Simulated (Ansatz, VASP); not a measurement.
Ag: VASP beside Ansatz

```xyz
2
Lattice="3.2685 0.0000 0.0000 0.0000 3.2685 0.0000 0.0000 0.0000 3.2685" Properties=species:S:1:pos:R:3 pbc="T T T"
Ag    0.0000    0.0000    0.0000
Ag    1.6343    1.6343    1.6343
```

Alike in both runs: task single point; functional r2SCAN; k mesh 16 × 16 × 16; occupations gaussian, width 0.1 eV; no spin polarisation.

|  | VASP | Ansatz |
| --- | --- | --- |
| version | VASP 6.6.1 | Ansatz 0.2.0 |
| potentials or method | VASP PAW PBE potentials, release 64 (Ag), cutoff 520 eV | scalar-relativistic, plane waves, PAW |
| valence electrons in the cell | 22 | 38 |

Ansatz gave:

```
gap on the k mesh at the Fermi level (eV) : none
pressure (GPa)                            : -0.2
```

Which values does VASP return?

gap on the k mesh at the Fermi level (eV): none; pressure (GPa): -0.1.

VASP's potentials were made for PBE, not for r2SCAN. A gap of «none» marks a metal or a gap that the smearing closes. The functional is the same, so the differences come from potentials, cutoffs and numerics. VASP's potentials hold 22 valence electrons a cell and Ansatz's 38, so a difference there can come from the potentials and not from the codes.
